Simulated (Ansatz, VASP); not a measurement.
## One calculation of Fe, two programs

File INCAR:

```
SYSTEM = Fe
ALGO = Normal ; EDIFF = 1E-6
EDIFFG = -0.01 ; ENCUT = 600
GGA = RE ; IBRION = 2
ISIF = 3 ; ISMEAR = -1
ISPIN = 2 ; IVDW = 13
LASPH = .TRUE. ; LCHARG = .FALSE.
LMAXMIX = 4 ; LORBIT = 11
LREAL = .FALSE. ; LWAVE = .FALSE.
MAGMOM = 3 ; NELM = 150
NSW = 60 ; PREC = Accurate
SIGMA = 0.05
```

KPOINTS

```
k-points
0
G
  13 13 13
  0 0 0
```

The input POSCAR:

```
Fe
1.0
   -1.4430000000      1.4430000000      1.4430000000
    1.4430000000     -1.4430000000      1.4430000000
    1.4430000000      1.4430000000     -1.4430000000
Fe
1
Direct
    0.0000000000      0.0000000000      0.0000000000
```

File input.yaml:

```yaml
crystal:
  lattice:
    - [-1.443, 1.443, 1.443]
    - [1.443, -1.443, 1.443]
    - [1.443, 1.443, -1.443]
  atoms:
    - { symbol: Fe, position: [0.0, 0.0, 0.0], spin: 3.0 }
hamiltonian:
  xc: revpbe
  pseudopotentials: { kind: paw }
  dispersion: d4
magnetization:
  spin_polarized: true
kpoints:
  mp_grid: { grid: [13, 13, 13] }
scf:
  occupations: { method: fermi_dirac, width: 0.05 }
output:
  forces: true
  stress: true
relax:
  f_tol: 0.01
  max_steps: 40
  cell: { stress_tol: 0.05 }
```

Alike in both runs: task relaxation of cell and atoms; functional revPBE; dispersion D4; k mesh 13 × 13 × 13; occupations fermi-dirac, width 0.05 eV; collinear spin.

|  | VASP | Ansatz |
| --- | --- | --- |
| version | VASP 6.6.1 | Ansatz 0.2.0 |
| potentials or method | VASP PAW PBE potentials, release 64 (Fe) | Ansatz PAW |
| plane-wave cutoff (eV) | 600 | 420 |
| valence electrons in the cell | 8 | 16 |

|  | VASP | Ansatz | Ansatz less VASP |
| --- | --- | --- | --- |
| net moment per atom (μB) | 2.12 | 2.10 | -0.013 |
| size of the moment on the site where the two differ most (μB) | 2.11 | 2.15 | +0.042 |
| relaxed volume (Å³/atom) | 11.06 | 11.08 | +0.020 |
| relaxed cell length with the largest relative difference (Å) | 2.431 | 2.433 | +0.0014 |

VASP's potentials were made for PBE, not for revPBE. Site moments also hang on the region over which each program counts them. VASP's potentials hold 8 valence electrons a cell and Ansatz's 16, so a difference there can come from the potentials and not from the codes.

Noted on Ansatz's run: the plane-wave basis is chosen anew once the cell has moved, so the energies of steps on either side of that aren't comparable.
